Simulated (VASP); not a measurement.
Runs of VASP 6.6.1 on KBr. The structure is that of space group Fm-3m (No. 225), or close to it. The cells are those of the table. 

| task | level | spin | cell | k mesh for the DOS | occupations for the DOS | gap on the mesh (eV) | pressure (GPa) |
| --- | --- | --- | --- | --- | --- | --- | --- |
| electric field gradients | PBEsol | off | a = 4.656 Å, angles 60.0°, 2 atoms | - | - | 4.30 | -0.2 |
| electric field gradients | PBE | non-collinear, zero start, SOC | a = 4.656 Å, angles 60.0°, 2 atoms | - | - | - | 0.9 |
| electric field gradients | PBE | off | a = 4.656 Å, angles 60.0°, 2 atoms | - | - | 4.45 | 0.9 |
| single point | PBE | off | a = 4.656 Å, angles 60.0°, 2 atoms | - | - | 4.45 | 0.9 |
| single point | PBE | off | a = 4.577 Å, angles 60.0°, 2 atoms | - | - | (a) | 1.9 |

Alike in all rows: potentials or basis VASP PAW PBE potentials, release 64 (K_sv, Br); k mesh 7 × 7 × 7; cutoff (eV) 520; smearing fermi-dirac 0.01 eV.

Problem. Fill in the values left out.

Solution. (a) 4.60.

Caveats: the PAW data sets were made with another functional, which shifts forces and pressure a little (some runs).

A k mesh can miss the band edges, and rows without SOC leave out spin-orbit coupling on Br.
